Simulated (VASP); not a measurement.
# Pt3PbC (Pm-3m) in VASP: further runs

The runs below take Pt3PbC through single point, with r2SCAN.

Everything below comes from runs of VASP 6.6.1. Logs are shortened: lines on timing, memory, paths and dates and some standing lists are left out, and cuts for length are marked.

### Step 1. The cell of the first run

The structure is cubic, space group Pm-3m (No. 221). The conventional cell has a = 4.229 Å, b = 4.229 Å, c = 4.229 Å, α = 90.00°, β = 90.00°, γ = 90.00°. Pt (site symmetry 4/mmm) has 2 C at 2.11 Å within 2.8 Å. Pb (site symmetry m-3m) has 12 Pt at 2.99 Å and 8 C at 3.66 Å within 3.9 Å. Within 2.8 Å of C (site symmetry m-3m) lie 6 Pt at 2.11 Å.

### Step 2. Single point, r2SCAN

POSCAR reads:

```
Pt3PbC
1.0
    4.2288551200      0.0000000000      0.0000000000
    0.0000000000      4.2288551200      0.0000000000
    0.0000000000      0.0000000000      4.2288551200
Pt Pb C
3 1 1
Direct
    0.0000000000      0.5000000000      0.5000000000
    0.5000000000      0.5000000000      0.0000000000
    0.5000000000      0.0000000000      0.5000000000
    0.0000000000      0.0000000000      0.0000000000
    0.5000000000      0.5000000000      0.5000000000
```

INCAR.step1 reads:

```
SYSTEM = Pt3PbC
  PREC = Accurate
  ENCUT = 520
  ISMEAR = 0
  SIGMA = 0.15
  LREAL = .False.
  LASPH = .True.
  NELM = 100
  NBANDS = 32
  GGA = PE
  ALGO = Normal
  EDIFF = 1E-4
  LWAVE = .True.
  LCHARG = .False.
```

INCAR.step2 reads:

```
SYSTEM = Pt3PbC
  PREC = Accurate
  ENCUT = 520
  EDIFF = 1E-6
  ISMEAR = 0
  SIGMA = 0.15
  LREAL = .False.
  LASPH = .True.
  NELM = 100
  ALGO = Normal
  ISIF = 2
  LWAVE = .False.
  LCHARG = .False.
  METAGGA = R2SCAN
  LMIXTAU = .True.
  NBANDS = 32
  ISTART = 1
```

KPOINTS reads:

```
Automatic mesh
0
Gamma
  5 5 5
  0 0 0
```

Potentials or basis: VASP PAW PBE potentials, release 64 (Pt, Pb_d, C).

Launch:

```
cat potpaw_PBE.64/Pt/POTCAR potpaw_PBE.64/Pb_d/POTCAR potpaw_PBE.64/C/POTCAR > POTCAR
cp INCAR.step1 INCAR
mpirun -np 1 vasp_std > vasp.out
cp INCAR.step2 INCAR
mpirun -np 1 vasp_std > vasp.out
```

OUTCAR:

```text
SYSTEM = Pt3PbC
   PREC = Accurate
   ENCUT = 520
   EDIFF = 1E-6
   ISMEAR = 0
   LREAL = .False.
   LASPH = .True.
   NELM = 100
   ISIF = 2
   METAGGA = R2SCAN
   ISTART = 1

 ion  position               nearest neighbor table
   1  0.000  0.500  0.500-   5 2.11   5 2.11   4 2.99   2 2.99   2 2.99   4 2.99   3 2.99   4 2.99
                             4 2.99   2 2.99   3 2.99   3 2.99   2 2.99   3 2.99
   2  0.500  0.500  0.000-   5 2.11   5 2.11   4 2.99   1 2.99   1 2.99   3 2.99   3 2.99   3 2.99
                             4 2.99   3 2.99   1 2.99   4 2.99   1 2.99   4 2.99
   3  0.500  0.000  0.500-   5 2.11   5 2.11   4 2.99   1 2.99   2 2.99   4 2.99   1 2.99   2 2.99
                             2 2.99   2 2.99   1 2.99   4 2.99   4 2.99   1 2.99
   4  0.000  0.000  0.000-   1 2.99   2 2.99   3 2.99   1 2.99   3 2.99   1 2.99   2 2.99   1 2.99
                             2 2.99   3 2.99   3 2.99   2 2.99
   5  0.500  0.500  0.500-   1 2.11   2 2.11   3 2.11   2 2.11   3 2.11   1 2.11

  LATTYP: Found a simple cubic cell.
 ALAT       =     4.2288551200

  Lattice vectors:

 A1 = (   4.2288551200,   0.0000000000,   0.0000000000)
 A2 = (   0.0000000000,   4.2288551200,   0.0000000000)
 A3 = (   0.0000000000,   0.0000000000,   4.2288551200)

Analysis of symmetry for initial positions (statically):
=====================================================================
 Subroutine PRICEL returns:
 Original cell was already a primitive cell.

 Routine SETGRP: Setting up the symmetry group for a
 simple cubic supercell.

 Subroutine GETGRP returns: Found 48 space group operations
 (whereof 48 operations were pure point group operations)
 out of a pool of 48 trial point group operations.

The static configuration has the point symmetry O_h .

Analysis of symmetry for dynamics (positions and initial velocities):
=====================================================================
 Subroutine PRICEL returns:
 Original cell was already a primitive cell.

 Routine SETGRP: Setting up the symmetry group for a
 simple cubic supercell.

 Subroutine GETGRP returns: Found 48 space group operations
 (whereof 48 operations were pure point group operations)
 out of a pool of 48 trial point group operations.

The dynamic configuration has the point symmetry O_h .

 Subroutine INISYM returns: Found 48 space group operations
 (whereof 48 operations are pure point group operations),
 and found     1 'primitive' translations

----------------------------------------------------------------------------------------

                                     Primitive cell

  volume of cell :      75.6255

  direct lattice vectors                    reciprocal lattice vectors
     4.228855120  0.000000000  0.000000000     0.236470622  0.000000000  0.000000000
     0.000000000  4.228855120  0.000000000     0.000000000  0.236470622  0.000000000
     0.000000000  0.000000000  4.228855120     0.000000000  0.000000000  0.236470622

  length of vectors
     4.228855120  4.228855120  4.228855120     0.236470622  0.236470622  0.236470622

  position of ions in fractional coordinates (direct lattice)
     0.000000000  0.500000000  0.500000000
     0.500000000  0.500000000  0.000000000
     0.500000000  0.000000000  0.500000000
     0.000000000  0.000000000  0.000000000
     0.500000000  0.500000000  0.500000000

  ion indices of the primitive-cell ions
   primitive index   ion index
                 1           1
                 2           2
                 3           3
                 4           4
                 5           5

----------------------------------------------------------------------------------------

 KPOINTS: Automatic mesh

Automatic generation of k-mesh.
 Grid dimensions read from file:
 generate k-points for:    5    5    5

 Generating k-lattice:

  Cartesian coordinates                     Fractional coordinates (reciprocal lattice)
     0.047294124  0.000000000  0.000000000     0.200000000  0.000000000  0.000000000
     0.000000000  0.047294124  0.000000000     0.000000000  0.200000000  0.000000000
     0.000000000  0.000000000  0.047294124     0.000000000  0.000000000  0.200000000

  Length of vectors
     0.047294124  0.047294124  0.047294124

  Shift w.r.t. Gamma in fractional coordinates (k-lattice)
     0.000000000  0.000000000  0.000000000

 Subroutine IBZKPT returns following result:
 ===========================================

 Found     10 irreducible k-points:

 Following reciprocal coordinates:
            Coordinates               Weight
  0.000000  0.000000  0.000000      1.000000
  0.200000  0.000000  0.000000      6.000000
  0.400000  0.000000  0.000000      6.000000
  0.200000  0.200000  0.000000     12.000000
  0.400000  0.200000  0.000000     24.000000
  0.400000  0.400000  0.000000     12.000000
  0.200000  0.200000  0.200000      8.000000
  0.400000  0.200000  0.200000     24.000000
  0.400000  0.400000  0.200000     24.000000
  0.400000  0.400000  0.400000      8.000000
   k-points           NKPTS =     10   k-points in BZ     NKDIM =     10   number of bands    NBANDS=     32
   number of dos      NEDOS =    301   number of ions     NIONS =      5
   total plane-waves  NPLWV =  32768
   dimension x,y,z NGX =    32 NGY =   32 NGZ =   32
   dimension x,y,z NGXF=    64 NGYF=   64 NGZF=   64
   ions per type =               3   1   1
   NGX,Y,Z   is equivalent  to a cutoff of  12.58, 12.58, 12.58 a.u.
   NGXF,Y,Z  is equivalent  to a cutoff of  25.16, 25.16, 25.16 a.u.
 SYSTEM =  Pt3PbC
   PREC   = accura    normal or accurate (medium, high low for compatibility)
   ISTART =      1    job   : 0-new  1-cont  2-samecut
   ICHARG =      0    charge: 1-file 2-atom 10-const
   ISPIN  =      1    spin polarized calculation?
   LNONCOLLINEAR =      F non collinear calculations
   LSORBIT =      F    spin-orbit coupling
   LASPH  =      T    aspherical Exc in radial PAW
   ENCUT  =  520.0 eV  38.22 Ry    6.18 a.u.   7.86  7.86  7.86*2*pi/ulx,y,z
   NELM   =    100;   NELMIN=  2; NELMDL=  0     # of ELM steps
   EDIFF  = 0.1E-05   stopping-criterion for ELM
   LREAL  =      F    real-space projection
   EDIFFG = 0.1E-04   stopping-criterion for IOM
   NSW    =      0    number of steps for IOM
   IBRION =     -1    ionic relax: 0-MD 1-quasi-New 2-CG
   NFREE  =      0    steps in history (QN), initial steepest desc. (CG)
   ISIF   =      2    stress and relaxation
   ISYM   =      2    0-nonsym 1-usesym 2-fastsym
   POTIM  = 0.5000    time-step for ionic-motion
   TEBEG  =    0.0;   TEEND  =   0.0 temperature during run
   PSTRESS=    0.0 pullay stress
   NELECT =      48.0000    total number of electrons
   NUPDOWN=      -1.0000    fix difference up-down
   EMIN   =  10.00;   EMAX   =-10.00  energy-range for DOS
   EFERMI =   0.00;   METHOD = LEGACY
   ISMEAR =     0;   SIGMA  =   0.15  broadening in eV -4-tet -1-fermi 0-gaus
   EFERMI_NEDOS =   21; number of points for ismear=-14 and -15
   IALGO  =     38    algorithm
   IMIX   =      4    mixing-type and parameters
     AMIX     =   0.40;   BMIX     =  1.00
     AMIX_MAG =   1.60;   BMIX_MAG =  1.00
  volume/ion in A,a.u.               =      15.13       102.07
  Fermi-wavevector in a.u.,A,eV,Ry     =   1.406908  2.658671 26.931246  1.979391
  Thomas-Fermi vector in A             =   2.529221
   LORBIT       =      0    0 simple, 1 ext, 2 COOP (PROOUT), +10 PAW based schemes
   METAGGA = R2SCAN    functional components
   LHFCALC =     F    Hartree Fock is set to
   AEXX    =    0.0000 exact exchange contribution
   IVDW    =     0    specifies the selected vdW correction
   LEPSILON=     F    determine dielectric tensor
   LRPA    =     F    only Hartree local field effects (RPA)
 non-spin polarized calculation
 Gauss-broadening in eV      SIGMA  =   0.15
  energy-cutoff  :      520.00
  volume of cell :       75.63
 maximum number of plane-waves:      2052
 NGX is ok and might be reduce to    32
   NGX = 15   NGY = 15   NGZ = 15

 number of electron      48.0000004 magnetization

 Free energy of the ion-electron system (eV)
  ---------------------------------------------------
  ext. energy  EPLUGINS =         0.00000000
  ---------------------------------------------------
  free energy    TOTEN  =      -218.61226350 eV

  energy without entropy =     -218.56568205  energy(sigma->0) =     -218.58897278

 E-fermi :  10.3951     XC(G=0): -13.6996

 val. band max:       10.3877822384   @ k =   0.4000   0.0000   0.0000
 cond. band min:      10.5061570869   @ k =   0.2000   0.2000   0.2000
 fundamental gap:      0.1183748484
 Fermi energy:        10.3950977686

 k-point     1 :       0.0000    0.0000    0.0000
  band No.  band energies     occupation
      1      -6.8215      2.00000
      2      -6.8215      2.00000
      3      -6.7975      2.00000
      4      -6.7975      2.00000
      5      -6.7975      2.00000
      6      -4.9127      2.00000
[... 24 lines left out ...]
     31      16.6411      0.00000
     32      19.8009      0.00000

 k-point     2 :       0.2000    0.0000    0.0000
  band No.  band energies     occupation
      1      -6.8118      2.00000
      2      -6.7954      2.00000
      3      -6.7953      2.00000
      4      -6.7902      2.00000
      5      -6.7902      2.00000
      6      -4.6309      2.00000
[... 24 lines left out ...]
     31      17.5948      0.00000
     32      18.9006      0.00000
[... 243 lines left out ...]
     31      18.8049      0.00000
     32      19.7922      0.00000

 k-point    10 :       0.4000    0.4000    0.4000
  band No.  band energies     occupation
      1      -6.8259      2.00000
      2      -6.8255      2.00000
      3      -6.8255      2.00000
      4      -6.7185      2.00000
      5      -6.7185      2.00000
      6      -2.1596      2.00000
[... 24 lines left out ...]
     31      19.1115      0.00000
     32      20.8662      0.00000

------------------------ aborting loop because EDIFF is reached ----------------------------------------

  FORCE on cell =-STRESS in cart. coord.  units (eV):
  Direction    XX          YY          ZZ          XY          YZ          ZX
  --------------------------------------------------------------------------------------
  -------------------------------------------------------------------------------------
  Total        6.2777966      6.2777966      6.2777966     -0.0000000     -0.0000000      0.0000000
  in kB      132.9993157    132.9993157    132.9993157     -0.0000000     -0.0000000      0.0000000
  external PRESSURE =     132.9993157 kB  Pullay stress =       0.0000000 kB

 VOLUME and BASIS-vectors are now :
 -----------------------------------------------------------------------------
  energy-cutoff  :      520.00
  volume of cell :       75.63
      direct lattice vectors                 reciprocal lattice vectors
     4.228855120  0.000000000  0.000000000     0.236470622  0.000000000  0.000000000
     0.000000000  4.228855120  0.000000000     0.000000000  0.236470622  0.000000000
     0.000000000  0.000000000  4.228855120     0.000000000  0.000000000  0.236470622

 POSITION                                       TOTAL-FORCE (eV/Angst)
 -----------------------------------------------------------------------------------
      0.00000      2.11443      2.11443         0.000000      0.000000      0.000000
      2.11443      2.11443      0.00000         0.000000      0.000000      0.000000
      2.11443      0.00000      2.11443         0.000000      0.000000      0.000000
      0.00000      0.00000      0.00000         0.000000      0.000000      0.000000
      2.11443      2.11443      2.11443         0.000000      0.000000      0.000000
 -----------------------------------------------------------------------------------
    total drift:                                0.000000     -0.000000     -0.000000

  FREE ENERGIE OF THE ION-ELECTRON SYSTEM (eV)
  ---------------------------------------------------
  free  energy   TOTEN  =      -218.6122635035 eV

  energy  without entropy=     -218.5656820515  energy(sigma->0) =     -218.58897278
```

Wall time 72 s (1 thread of Intel Xeon Platinum 8259CL at 2.50GHz (Skylake/Cascade Lake), shared host); peak memory 0.19 GiB.

Results:

- Free energy: -218.6123 eV
- Pressure: 13.3 GPa
- Band gap on the k mesh: zero (band 24 reaches 10.51 eV, above the bottom of band 25 at 10.24 eV)

Levels at points of the mesh, in eV from the Fermi level:
| k point | band 21 | band 22 | band 23 | band 24 | band 25 | band 26 | band 27 | band 28 |
| --- | --- | --- | --- | --- | --- | --- | --- | --- |
| (0.00, 0.00, 0.00) | -0.70 | -0.66 | -0.66 | -0.66 | 0.54 | 1.32 | 1.32 | 1.32 |

Caveat: the PAW data sets were made with another functional, which shifts forces and pressure a little; spin-orbit coupling is left out, which moves the levels of the heavy elements.

### Step 3. Single point, r2SCAN

This run uses another cell than the first one, of 15.56 Å³/atom, 1.029 times its volume.

Changes to POSCAR since step 2:

```diff
@@ -2,5 +2,5 @@
 1.0
-    4.2288551200      0.0000000000      0.0000000000
-    0.0000000000      4.2288551200      0.0000000000
-    0.0000000000      0.0000000000      4.2288551200
+    4.2693250921      0.0000000000      0.0000000000
+    0.0000000000      4.2693250921      0.0000000000
+    0.0000000000      0.0000000000      4.2693250921
 Pt Pb C
```

INCAR.step1 reads:

```
PREC = Accurate
ENCUT = 520
ISMEAR = 0
SIGMA = 0.15
LREAL = F
LASPH = T
NELM = 100
NBANDS = 32
GGA = PE
ALGO = Normal
EDIFF = 1E-4
LWAVE = T
LCHARG = F
```

INCAR.step2 reads:

```
PREC = Accurate
ENCUT = 520
EDIFF = 1E-7
ISMEAR = 0
SIGMA = 0.15
LREAL = F
LASPH = T
NELM = 100
ALGO = Normal
ISIF = 2
LWAVE = F
LCHARG = F
METAGGA = R2SCAN
LMIXTAU = T
NBANDS = 32
ISTART = 1
```

KPOINTS reads:

```
Automatic mesh
0
Gamma
  5 5 5
```

Potentials or basis: VASP PAW PBE potentials, release 64 (Pt, Pb_d, C).

Launch:

```
cat potpaw_PBE.64/Pt/POTCAR potpaw_PBE.64/Pb_d/POTCAR potpaw_PBE.64/C/POTCAR > POTCAR
cp INCAR.step1 INCAR
mpirun -np 1 vasp_std > vasp.out
cp INCAR.step2 INCAR
mpirun -np 1 vasp_std > vasp.out
```

Run time: 83 s. Hardware: 1 thread of Intel Xeon Platinum 8259CL at 2.50GHz (Skylake/Cascade Lake), shared host; peak memory 0.2 GiB.

The run converged. Its results:

```yaml
Free_energy: -218.7501 eV
Pressure: 6.8 GPa
Band_gap_on_the_k_mesh: zero (band 24 reaches 10.01 eV, above the bottom of band 25 at 9.70 eV)
```

Levels at points of the mesh, in eV from the Fermi level:
```
           k point  band 22  band 23  band 24  band 25  band 26  band 27
(0.00, 0.00, 0.00)    -0.64    -0.64    -0.64     0.41     1.40     1.40
```

Caveat: the PAW data sets were made with another functional, which shifts forces and pressure a little; spin-orbit coupling is left out, which moves the levels of the heavy elements.

### Step 4. Single point, r2SCAN

This run uses another cell than the first one, of 16.00 Å³/atom, 1.058 times its volume.

Changes to POSCAR since step 3:

```diff
@@ -2,5 +2,5 @@
 1.0
-    4.2693250921      0.0000000000      0.0000000000
-    0.0000000000      4.2693250921      0.0000000000
-    0.0000000000      0.0000000000      4.2693250921
+    4.3090420248      0.0000000000      0.0000000000
+    0.0000000000      4.3090420248      0.0000000000
+    0.0000000000      0.0000000000      4.3090420248
 Pt Pb C
```

INCAR.step1 reads:

```
PREC = Accurate ; ENCUT = 520
ISMEAR = 0 ; SIGMA = 0.15
LREAL = F ; LASPH = T
NELM = 100 ; NBANDS = 32
GGA = PE ; ALGO = Normal
EDIFF = 1E-4 ; LWAVE = T
LCHARG = F
```

INCAR.step2 reads:

```
PREC = Accurate ; ENCUT = 520
EDIFF = 1E-7 ; ISMEAR = 0
SIGMA = 0.15 ; LREAL = F
LASPH = T ; NELM = 100
ALGO = Normal ; ISIF = 2
LWAVE = F ; LCHARG = F
METAGGA = R2SCAN ; LMIXTAU = T
NBANDS = 32 ; ISTART = 1
```

KPOINTS is that of step 3.

Launch:

```
cat potpaw_PBE.64/Pt/POTCAR potpaw_PBE.64/Pb_d/POTCAR potpaw_PBE.64/C/POTCAR > POTCAR
cp INCAR.step1 INCAR
mpirun -np 1 vasp_std > vasp.out
cp INCAR.step2 INCAR
mpirun -np 1 vasp_std > vasp.out
```

It took 88 s on 1 thread of Intel Xeon Platinum 8259CL at 2.50GHz (Skylake/Cascade Lake), shared host; peak memory 0.2 GiB.

Results (log left out):

```
Free energy            : -218.8061 eV
Pressure               : 1.3 GPa
Band gap on the k mesh : zero (band 24 reaches 9.54 eV, above the bottom of band 25 at 9.20 eV)
```

Levels at points of the mesh, in eV from the Fermi level:
| k point | band 20 | band 21 | band 22 | band 23 | band 24 | band 25 | band 26 | band 27 | band 28 | band 29 |
| --- | --- | --- | --- | --- | --- | --- | --- | --- | --- | --- |
| (0.00, 0.00, 0.00) | -2.19 | -0.63 | -0.62 | -0.62 | -0.62 | 0.28 | 1.46 | 1.46 | 1.46 | 4.30 |

Caveat: the PAW data sets were made with another functional, which shifts forces and pressure a little; spin-orbit coupling is left out, which moves the levels of the heavy elements.

### Step 5. Single point, r2SCAN

This run uses another cell than the first one, of 16.44 Å³/atom, 1.087 times its volume.

Changes to POSCAR since step 4:

```diff
@@ -2,5 +2,5 @@
 1.0
-    4.3090420248      0.0000000000      0.0000000000
-    0.0000000000      4.3090420248      0.0000000000
-    0.0000000000      0.0000000000      4.3090420248
+    4.3480400000      0.0000000000      0.0000000000
+    0.0000000000      4.3480400000      0.0000000000
+    0.0000000000      0.0000000000      4.3480400000
 Pt Pb C
```

INCAR.step1 reads:

```
SYSTEM = Pt3PbC
PREC = Accurate
ENCUT = 520
ISMEAR = 0
SIGMA = 0.15
LREAL = .FALSE.
LASPH = .TRUE.
NELM = 100
NBANDS = 32
GGA = PE
ALGO = Normal
EDIFF = 1E-4
LWAVE = .TRUE.
LCHARG = .FALSE.
```

INCAR.step2 reads:

```
SYSTEM = Pt3PbC
PREC = Accurate
ENCUT = 520
EDIFF = 1E-6
ISMEAR = 0
SIGMA = 0.15
LREAL = .FALSE.
LASPH = .TRUE.
NELM = 100
ALGO = Normal
ISIF = 2
LWAVE = .FALSE.
LCHARG = .FALSE.
METAGGA = R2SCAN
LMIXTAU = .TRUE.
NBANDS = 32
ISTART = 1
```

KPOINTS reads:

```
regular mesh
0
G
  5 5 5
  0 0 0
```

Launch:

```
cat potpaw_PBE.64/Pt/POTCAR potpaw_PBE.64/Pb_d/POTCAR potpaw_PBE.64/C/POTCAR > POTCAR
cp INCAR.step1 INCAR
mpirun -np 1 vasp_std > vasp.out
cp INCAR.step2 INCAR
mpirun -np 1 vasp_std > vasp.out
```

Run time: 72 s. Hardware: 1 thread of Intel Xeon Platinum 8259CL at 2.50GHz (Skylake/Cascade Lake), shared host; peak memory 0.19 GiB.

The run converged. Its results:

```yaml
Free_energy: -218.7922 eV
Pressure: -3.4 GPa
Band_gap_on_the_k_mesh: zero (band 24 reaches 9.10 eV, above the bottom of band 25 at 8.72 eV)
```

Levels at points of the mesh, in eV from the Fermi level:
```
           k point  band 20  band 21  band 22  band 23  band 24  band 25  band 26  band 27  band 28  band 29
(0.00, 0.00, 0.00)    -2.10    -0.61    -0.61    -0.61    -0.61     0.15     1.52     1.52     1.52     4.16
```

Caveat: the PAW data sets were made with another functional, which shifts forces and pressure a little; spin-orbit coupling is left out, which moves the levels of the heavy elements.

### Step 6. Overview

| cell | gap on the mesh (eV) | pressure (GPa) |
| --- | --- | --- |
| a = 4.229 Å, 5 atoms | none | 13.3 |
| a = 4.269 Å, 5 atoms | none | 6.8 |
| a = 4.309 Å, 5 atoms | none | 1.3 |
| a = 4.348 Å, 5 atoms | none | -3.4 |

Alike in all rows: task single point; level r2SCAN; potentials or basis VASP PAW PBE potentials, release 64 (Pt, Pb_d, C); no spin polarisation; k mesh 5 × 5 × 5; cutoff (eV) 520; smearing gaussian 0.15 eV.

Caveats: the PAW data sets were made with another functional, which shifts forces and pressure a little; spin-orbit coupling is left out, which moves the levels of the heavy elements.

Total energies depend on the potentials used, so only differences within one code and one set of settings carry meaning.
